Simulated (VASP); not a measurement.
# Zn2C in VASP: further runs

Aim: see how the results for Zn2C move with the level of theory and the settings. Levels: PBE, r2SCAN. Tasks: single point.

All numbers are computed with VASP 6.6.1; they aren't measurements. Logs are shortened: lines on timing, memory, paths and dates and some standing lists are left out, and cuts for length are marked.

## 1. The cell of the first run

Symmetry: R-3m, No. 166, trigonal system. Conventional cell: a = 3.646 Å, b = 3.646 Å, c = 8.611 Å, α = 90.00°, β = 90.00°, γ = 120.00°. Within 2.9 Å of C (site symmetry -3m) lie 8 Zn at 2.16 to 2.22 Å. Zn (site symmetry 3m) has 4 C at 2.16 to 2.22 Å and 6 Zn at 2.54 to 2.55 Å within 2.9 Å.

## 2. Single point, PBE (strain along [111] -3.6%)

Input file INCAR:

```
PREC     = Accurate       # precision mode
ENCUT    = 520            # plane-wave cutoff, eV
EDIFF    = 1E-7           # SCF threshold, eV
ISMEAR   = -1             # smearing method
SIGMA    = 0.02           # smearing width, eV
LREAL    = False          # projectors in reciprocal space
LASPH    = True           # aspherical terms in the spheres
NELM     = 60             # most SCF steps
ALGO     = Normal         # electronic algorithm
ISIF     = 2              # what is computed and relaxed
LWAVE    = False          # write WAVECAR
LCHARG   = True           # write CHGCAR
GGA      = PE             # functional
LELF     = True           # ELF
LVHAR    = True         
NBANDS   = 21             # bands
```

Input file KPOINTS:

```
regular mesh
0
Gamma
  8 8 8
```

Input file POSCAR:

```
Zn2C
1.0
   -0.0613551868      2.5165938403      2.5165938403
    2.5165938403     -0.0613551868      2.5165938403
    2.5165938403      2.5165938403     -0.0613551868
C Zn
1 2
Direct
    0.0000000000      0.0000000000      0.0000000000
    0.2505370555      0.2505370555      0.2505370555
    0.7494629445      0.7494629445      0.7494629445
```

Potentials or basis: VASP PAW PBE potentials, release 64 (C, Zn).

The run is started by

```sh
$ cat potpaw_PBE.64/C/POTCAR potpaw_PBE.64/Zn/POTCAR > POTCAR
$ mpirun -np 1 vasp_std > vasp.out
```

OUTCAR:

```text
PREC = Accurate
   ENCUT = 520
   EDIFF = 1E-7
   ISMEAR = -1
   LREAL = False
   LASPH = True
   NELM = 60
   ISIF = 2
   GGA = PE

 ion  position               nearest neighbor table
   1  0.000  0.000  0.000-   2 2.16   3 2.16   3 2.22   3 2.22   2 2.22   2 2.22   3 2.22   2 2.22

   2  0.251  0.251  0.251-   1 2.16   1 2.22   1 2.22   1 2.22   3 2.54   3 2.54   3 2.54   3 2.55
                             3 2.55   3 2.55
   3  0.749  0.749  0.749-   1 2.16   1 2.22   1 2.22   1 2.22   2 2.54   2 2.54   2 2.54   2 2.55
                             2 2.55   2 2.55

  LATTYP: Found a trigonal (rhomboedric) cell.
 ALAT       =     3.5595299652
 COS(alpha) =     0.4754784387

  Lattice vectors:

 A1 = (  -0.0613551868,   2.5165938403,   2.5165938403)
 A2 = (   2.5165938403,  -0.0613551868,   2.5165938403)
 A3 = (   2.5165938403,   2.5165938403,  -0.0613551868)

Analysis of symmetry for initial positions (statically):
=====================================================================
 Subroutine PRICEL returns:
 Original cell was already a primitive cell.

 Routine SETGRP: Setting up the symmetry group for a
 trigonal (rhombohedral) supercell.

 Subroutine GETGRP returns: Found 12 space group operations
 (whereof 12 operations were pure point group operations)
 out of a pool of 12 trial point group operations.

The static configuration has the point symmetry D_3d.

Analysis of symmetry for dynamics (positions and initial velocities):
=====================================================================
 Subroutine PRICEL returns:
 Original cell was already a primitive cell.

 Routine SETGRP: Setting up the symmetry group for a
 trigonal (rhombohedral) supercell.

 Subroutine GETGRP returns: Found 12 space group operations
 (whereof 12 operations were pure point group operations)
 out of a pool of 12 trial point group operations.

The dynamic configuration has the point symmetry D_3d.

 Subroutine INISYM returns: Found 12 space group operations
 (whereof 12 operations are pure point group operations),
 and found     1 'primitive' translations

----------------------------------------------------------------------------------------

                                     Primitive cell

  volume of cell :      33.0419

  direct lattice vectors                    reciprocal lattice vectors
    -0.061355187  2.516593840  2.516593840    -0.191559149  0.196346116  0.196346116
     2.516593840 -0.061355187  2.516593840     0.196346116 -0.191559149  0.196346116
     2.516593840  2.516593840 -0.061355187     0.196346116  0.196346116 -0.191559149

  length of vectors
     3.559529965  3.559529965  3.559529965     0.337340336  0.337340336  0.337340336

  position of ions in fractional coordinates (direct lattice)
     0.000000000  0.000000000  0.000000000
     0.250537055  0.250537055  0.250537055
     0.749462945  0.749462945  0.749462945

  ion indices of the primitive-cell ions
   primitive index   ion index
                 1           1
                 2           2
                 3           3

----------------------------------------------------------------------------------------

 KPOINTS: regular mesh

Automatic generation of k-mesh.
 Grid dimensions read from file:
 generate k-points for:    8    8    8

 Generating k-lattice:

  Cartesian coordinates                     Fractional coordinates (reciprocal lattice)
    -0.023944894  0.024543265  0.024543265     0.125000000 -0.000000000 -0.000000000
     0.024543265 -0.023944894  0.024543265    -0.000000000  0.125000000 -0.000000000
     0.024543265  0.024543265 -0.023944894    -0.000000000 -0.000000000  0.125000000

  Length of vectors
     0.042167542  0.042167542  0.042167542

  Shift w.r.t. Gamma in fractional coordinates (k-lattice)
     0.000000000  0.000000000  0.000000000

 Subroutine IBZKPT returns following result:
 ===========================================

 Found     65 irreducible k-points:

 Following reciprocal coordinates:
            Coordinates               Weight
  0.000000  0.000000  0.000000      1.000000
  0.125000  0.000000  0.000000      6.000000
  0.250000  0.000000  0.000000      6.000000
  0.375000  0.000000  0.000000      6.000000
  0.500000  0.000000  0.000000      3.000000
  0.125000  0.125000 -0.000000      6.000000
[... 16 lines left out ...]
  0.250000  0.125000  0.125000      6.000000
  0.375000  0.125000  0.125000      6.000000
 [... further k-points ...]
   k-points           NKPTS =     65   k-points in BZ     NKDIM =     65   number of bands    NBANDS=     21
   number of dos      NEDOS =    301   number of ions     NIONS =      3
   total plane-waves  NPLWV =  21952
   dimension x,y,z NGX =    28 NGY =   28 NGZ =   28
   dimension x,y,z NGXF=    56 NGYF=   56 NGZF=   56
   ions per type =               1   2
   NGX,Y,Z   is equivalent  to a cutoff of  13.08, 13.08, 13.08 a.u.
   NGXF,Y,Z  is equivalent  to a cutoff of  26.15, 26.15, 26.15 a.u.
 SYSTEM =  unknown system
   PREC   = accura    normal or accurate (medium, high low for compatibility)
   ISTART =      0    job   : 0-new  1-cont  2-samecut
   ICHARG =      2    charge: 1-file 2-atom 10-const
   ISPIN  =      1    spin polarized calculation?
   LNONCOLLINEAR =      F non collinear calculations
   LSORBIT =      F    spin-orbit coupling
   LASPH  =      T    aspherical Exc in radial PAW
   ENCUT  =  520.0 eV  38.22 Ry    6.18 a.u.   6.62  6.62  6.62*2*pi/ulx,y,z
   NELM   =     60;   NELMIN=  2; NELMDL= -5     # of ELM steps
   EDIFF  = 0.1E-06   stopping-criterion for ELM
   LREAL  =      F    real-space projection
   EDIFFG = 0.1E-05   stopping-criterion for IOM
   NSW    =      0    number of steps for IOM
   IBRION =     -1    ionic relax: 0-MD 1-quasi-New 2-CG
   NFREE  =      0    steps in history (QN), initial steepest desc. (CG)
   ISIF   =      2    stress and relaxation
   ISYM   =      2    0-nonsym 1-usesym 2-fastsym
   POTIM  = 0.5000    time-step for ionic-motion
   TEBEG  =    0.0;   TEEND  =   0.0 temperature during run
   PSTRESS=    0.0 pullay stress
   NELECT =      28.0000    total number of electrons
   NUPDOWN=      -1.0000    fix difference up-down
   EMIN   =  10.00;   EMAX   =-10.00  energy-range for DOS
   EFERMI =   0.00;   METHOD = LEGACY
   ISMEAR =    -1;   SIGMA  =   0.02  broadening in eV -4-tet -1-fermi 0-gaus
   EFERMI_NEDOS =   21; number of points for ismear=-14 and -15
   IALGO  =     38    algorithm
   IMIX   =      4    mixing-type and parameters
     AMIX     =   0.40;   BMIX     =  1.00
     AMIX_MAG =   1.60;   BMIX_MAG =  1.00
  volume/ion in A,a.u.               =      11.01        74.33
  Fermi-wavevector in a.u.,A,eV,Ry     =   1.549194  2.927552 32.654009  2.400002
  Thomas-Fermi vector in A             =   2.654036
   LORBIT       =      0    0 simple, 1 ext, 2 COOP (PROOUT), +10 PAW based schemes
   GGA     = PE    functional components
   LHFCALC =     F    Hartree Fock is set to
   AEXX    =    0.0000 exact exchange contribution
   IVDW    =     0    specifies the selected vdW correction
   LEPSILON=     F    determine dielectric tensor
   LRPA    =     F    only Hartree local field effects (RPA)
 non-spin polarized calculation
  energy-cutoff  :      520.00
  volume of cell :       33.04
 maximum number of plane-waves:       902
 NGX is ok and might be reduce to    28
   NGX = 13   NGY = 13   NGZ = 13

 number of electron      27.9999996 magnetization

 Free energy of the ion-electron system (eV)
  ---------------------------------------------------
  ext. energy  EPLUGINS =         0.00000000
  ---------------------------------------------------
  free energy    TOTEN  =        -9.17630248 eV

  energy without entropy =       -9.17618931  energy(sigma->0) =       -9.17624589

 E-fermi :   5.0738     XC(G=0): -12.2691

 val. band max:        5.0537423193   @ k =   0.0000   0.0000   0.0000
 cond. band min:       5.0889118654   @ k =   0.0000   0.0000   0.0000
 fundamental gap:      0.0351695460
 Fermi energy:         5.0738248412

 k-point     1 :       0.0000    0.0000    0.0000
  band No.  band energies     occupation
      1      -9.4105      2.00000
      2      -3.9100      2.00000
      3      -3.9100      2.00000
      4      -3.8707      2.00000
      5      -3.6568      2.00000
      6      -3.6568      2.00000
[... 13 lines left out ...]
     20      16.2575      0.00000
     21      16.2575      0.00000

 k-point     2 :       0.1250    0.0000    0.0000
  band No.  band energies     occupation
      1      -9.2028      2.00000
      2      -3.9206      2.00000
      3      -3.8537      2.00000
      4      -3.8253      2.00000
      5      -3.5977      2.00000
      6      -3.5891      2.00000
[... 13 lines left out ...]
     20      15.2798      0.00000
     21      15.6284      0.00000

 k-point     3 :       0.2500    0.0000    0.0000
  band No.  band energies     occupation
      1      -8.6274      2.00000
      2      -3.9313      2.00000
      3      -3.7005      2.00000
      4      -3.6847      2.00000
      5      -3.4243      2.00000
      6      -3.4001      2.00000
[... 13 lines left out ...]
     20      14.7035      0.00000
     21      15.2060      0.00000
[... 457 lines left out ...]
 k-point    23 :       0.2500    0.1250    0.1250
  band No.  band energies     occupation
      1      -8.8475      2.00000
      2      -3.9704      2.00000
      3      -3.8009      2.00000
      4      -3.6508      2.00000
      5      -3.5462      2.00000
      6      -3.4613      2.00000
[... 13 lines left out ...]
     20      15.1128      0.00000
     21      16.3783      0.00000

 k-point    24 :       0.3750    0.1250    0.1250
  band No.  band energies     occupation
      1      -8.2013      2.00000
      2      -3.9743      2.00000
      3      -3.6346      2.00000
      4      -3.4585      2.00000
      5      -3.3518      2.00000
      6      -3.2403      2.00000
[... 13 lines left out ...]
     20      15.8987      0.00000
     21      16.8323      0.00000

 [... further k-points ...]

------------------------ aborting loop because EDIFF is reached ----------------------------------------

  FORCE on cell =-STRESS in cart. coord.  units (eV):
  Direction    XX          YY          ZZ          XY          YZ          ZX
  --------------------------------------------------------------------------------------
  -------------------------------------------------------------------------------------
  Total        2.2902653      2.2902653      2.2902653      0.3835931      0.3835931      0.3835931
  in kB      111.0532385    111.0532385    111.0532385     18.6001415     18.6001415     18.6001415
  external PRESSURE =     111.0532385 kB  Pullay stress =       0.0000000 kB

 VOLUME and BASIS-vectors are now :
 -----------------------------------------------------------------------------
  energy-cutoff  :      520.00
  volume of cell :       33.04
      direct lattice vectors                 reciprocal lattice vectors
    -0.061355187  2.516593840  2.516593840    -0.191559149  0.196346116  0.196346116
     2.516593840 -0.061355187  2.516593840     0.196346116 -0.191559149  0.196346116
     2.516593840  2.516593840 -0.061355187     0.196346116  0.196346116 -0.191559149

 POSITION                                       TOTAL-FORCE (eV/Angst)
 -----------------------------------------------------------------------------------
      0.00000      0.00000      0.00000         0.000000      0.000000     -0.000000
      1.24563      1.24563      1.24563         0.007934      0.007934      0.007934
      3.72620      3.72620      3.72620        -0.007934     -0.007934     -0.007934
 -----------------------------------------------------------------------------------
    total drift:                                0.000000      0.000000      0.000000

  FREE ENERGIE OF THE ION-ELECTRON SYSTEM (eV)
  ---------------------------------------------------
  free  energy   TOTEN  =        -9.1763024787 eV

  energy  without entropy=       -9.1761893077  energy(sigma->0) =       -9.17624589
```

Run time: 40 s. Hardware: 1 thread of Intel Xeon Platinum 8375C at 2.90GHz (Ice Lake), shared host; peak memory 0.18 GiB.

What came out:

```yaml
Free_energy: -9.1763 eV
Pressure: 11.1 GPa
Largest_force: 0.014 eV/Å
Band_gap_on_the_k_mesh: 0.04 eV
```

Forces on the atoms (eV/Å):
```
C    0.000  0.000  0.000
Zn   0.008  0.008  0.008
Zn  -0.008 -0.008 -0.008
```

Levels at points of the mesh, in eV from the valence-band top:
| k point | band 10 | band 11 | band 12 | band 13 | band 14 | band 15 | band 16 | band 17 | band 18 | band 19 |
| --- | --- | --- | --- | --- | --- | --- | --- | --- | --- | --- |
| (0.00, 0.00, 0.00) | -6.90 | -6.90 | -0.05 | -0.05 | 0.00 | 0.04 | 3.97 | 3.97 | 4.80 | 9.93 |
| (0.50, 0.00, 0.00) | -7.74 | -7.40 | -7.17 | -1.17 | -1.14 | 1.12 | 5.21 | 5.44 | 5.92 | 9.36 |
| (0.50, 0.50, 0.00) | -7.24 | -6.93 | -5.38 | -4.12 | -3.78 | 0.84 | 1.82 | 7.62 | 9.18 | 9.43 |
| (0.50, 0.50, 0.50) | -7.71 | -7.45 | -7.03 | -1.35 | -1.35 | 0.67 | 4.90 | 4.90 | 6.03 | 9.11 |

Caveat: the cell differs from its parent crystal (strain along [111] -3.6%); the cell stands under pressure.

(Continued in part 2 of 2.)
